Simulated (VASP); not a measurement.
La: single point with PBE

The system is La.

```
CELL_PARAMETERS angstrom
-2.08583 2.08583 2.08583
2.08583 -2.08583 2.08583
2.08583 2.08583 -2.08583
ATOMIC_POSITIONS crystal
La 0.00000 0.00000 0.00000
```

This isn't the form of La at room conditions, which is double hcp.

| Item | Value |
| --- | --- |
| Program | VASP 6.6.1 |
| Task | single point |
| Functional | PBE |
| Potentials or basis | VASP PAW PBE potentials, release 64 (La) |
| Cutoff | 520 eV |
| k mesh | 18 × 18 × 18 |
| Occupations | fermi-dirac, width 0.0612256 eV |
| Spin | no spin polarisation |
| Dipole correction | no |
| Further INCAR settings | ALGO = Normal; EDIFF = 1e-07; NBANDS = 12 |

The pressure is 1.2 GPa and the band gap on the k mesh is zero (an odd number of electrons rules out a gap without spin polarisation).

Levels at points of the mesh, in eV from the Fermi level:
| k point | band 2 | band 3 | band 4 | band 5 | band 6 | band 7 | band 8 | band 9 | band 10 | band 11 |
| --- | --- | --- | --- | --- | --- | --- | --- | --- | --- | --- |
| (0.00, 0.00, 0.00) | -15.79 | -15.79 | -15.79 | -3.15 | 1.51 | 1.51 | 1.51 | 1.55 | 1.55 | 1.55 |
| (0.50, 0.00, 0.00) | -17.26 | -16.25 | -15.81 | -1.84 | -0.21 | 1.55 | 1.65 | 1.92 | 2.20 | 2.20 |
| (0.50, 0.50, 0.50) | -16.78 | -16.78 | -16.78 | -1.95 | -1.95 | 1.71 | 1.88 | 1.88 | 1.88 | 2.40 |

It took 52 s on 1 thread of Intel(R) Xeon(R) 6975P-C (Granite Rapids), with other jobs on the host, peak memory 0.25 GiB.

Caveat: spin-orbit coupling is left out, which moves the levels of the heavy elements.
